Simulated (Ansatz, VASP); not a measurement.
# TiRh3 in VASP and in Ansatz

INCAR

```
PREC = Accurate
ENCUT = 520
EDIFF = 1E-6
ISMEAR = -1
SIGMA = 0.03
LREAL = False
LASPH = True
NELM = 60
ALGO = Normal
ISIF = 2
LWAVE = False
LCHARG = True
GGA = CA
LELF = True
LVHAR = True
NBANDS = 36
```

The input KPOINTS:

```
Automatic mesh
0
Gamma
  10 10 10
```

File POSCAR:

```
TiRh3
1.0
    3.8220000000      0.0000000000      0.0000000000
    0.0000000000      3.8220000000      0.0000000000
    0.0000000000      0.0000000000      3.8984400000
Ti Rh
1 3
Direct
    0.0000000000      0.0000000000      0.0000000000
    0.0000000000      0.5000000000      0.5000000000
    0.5000000000      0.0000000000      0.5000000000
    0.5000000000      0.5000000000      0.0000000000
```

Input for Ansatz:

```yaml
crystal:
  lattice:
    - [3.822, 0.0, 0.0]
    - [0.0, 3.822, 0.0]
    - [0.0, 0.0, 3.89844]
  atoms:
    - { symbol: Ti, position: [0.0, 0.0, 0.0] }
    - { symbol: Rh, position: [0.0, 0.5, 0.5] }
    - { symbol: Rh, position: [0.5, 0.0, 0.5] }
    - { symbol: Rh, position: [0.5, 0.5, 0.0] }
kpoints:
  mp_grid: { grid: [10, 10, 10] }
  band_path:
    path:
      - [0.0, 0.0, 0.0]
      - [0.0, 0.5, 0.0]
      - [0.5, 0.5, 0.0]
      - [0.0, 0.0, 0.0]
      - [0.0, 0.0, 0.5]
      - [0.0, 0.5, 0.5]
      - [0.5, 0.5, 0.5]
      - [0.0, 0.0, 0.5]
      - [0.0, 0.5, 0.0]
    npoints: 5
scf:
  occupations: { method: fermi_dirac, width: 0.03 }
hamiltonian:
  xc: lda
  pseudopotentials: { kind: all_electron, lapw: { basis_error: 0.001 } }
output:
  forces: true
  stress: true
  eigenvalues: true
```

Change from the starting cell: zz strain of +2 %.

Alike in both runs: task single point; functional LDA; k mesh 10 × 10 × 10; occupations fermi-dirac, width 0.03 eV; no spin polarisation.

```csv
,VASP,Ansatz
version,VASP 6.6.1,Ansatz 0.2.0
potentials or method,"VASP PAW LDA potentials, release 64 (Ti_sv, Rh_pv), cutoff 520 eV","all-electron LAPW, scalar-relativistic"
```

Ansatz gave:

| Quantity | Value |
| --- | --- |
| pressure (GPa) | -14.5 |
| traceless stress, the component that is largest in VASP (GPa) | -2.34 |

Task: What did VASP give for the same quantities?

Result: Pressure (GPa): -13.9; traceless stress, the component that is largest in VASP (GPa): -2.34.

LDA's correlation is that of Perdew and Zunger in VASP and of Perdew and Wang (1992) in Ansatz. Ansatz ran all-electron here, and VASP with PAW potentials.
